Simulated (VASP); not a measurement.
Runs of VASP 6.6.1 on SmO3. The structure is that of space group Im-3m (No. 229), or close to it. The cells are those of the table. The cell was built from a structure type or drawn by symmetry, and may not be a known phase.

```csv
task,cell,k mesh,gap on the mesh (eV),pressure (GPa),relaxed volume (Å³/atom)
single point,"a = 4.225 Å, angles 109.5°, 4 atoms",6 × 6 × 6,none,-12.6,-
single point,"a = 4.055 Å, angles 109.5°, 4 atoms",6 × 6 × 6,none,0.8,-
relaxation of cell and atoms,"relaxed from a = 4.225 Å, angles 109.5°, 4 atoms",6 × 6 × 6,none,0.0,(a)
relaxation of cell and atoms,"relaxed from a = 4.055 Å, angles 109.5°, 4 atoms",14 × 14 × 14,none,0.0,12.93
single point,"a = 4.058 Å, angles 109.5°, 4 atoms",14 × 14 × 14,none,0.8,-
```

Alike in all rows: level PBE; potentials or basis VASP PAW PBE potentials, release 64 (Sm_3, O), 4f in core; no spin polarisation; cutoff (eV) 600; smearing gaussian 0.1 eV.

Task: Fill in the values left out.

Result: (a) 12.90.

Caveats: spin-orbit coupling is left out, which moves the levels of the heavy elements; the 4f electrons are frozen in the core, so they carry no moment and show no levels; an odd number of electrons without spin polarisation forces a metal; a magnetic or distorted state may lie lower; the run has no spin polarisation, though such a crystal can be magnetic; the cell stands under tension (at least some runs).

A k mesh can miss the band edges, and the runs leave out spin-orbit coupling on Sm.

A gap of «none» marks levels without a gap at the run's occupations.
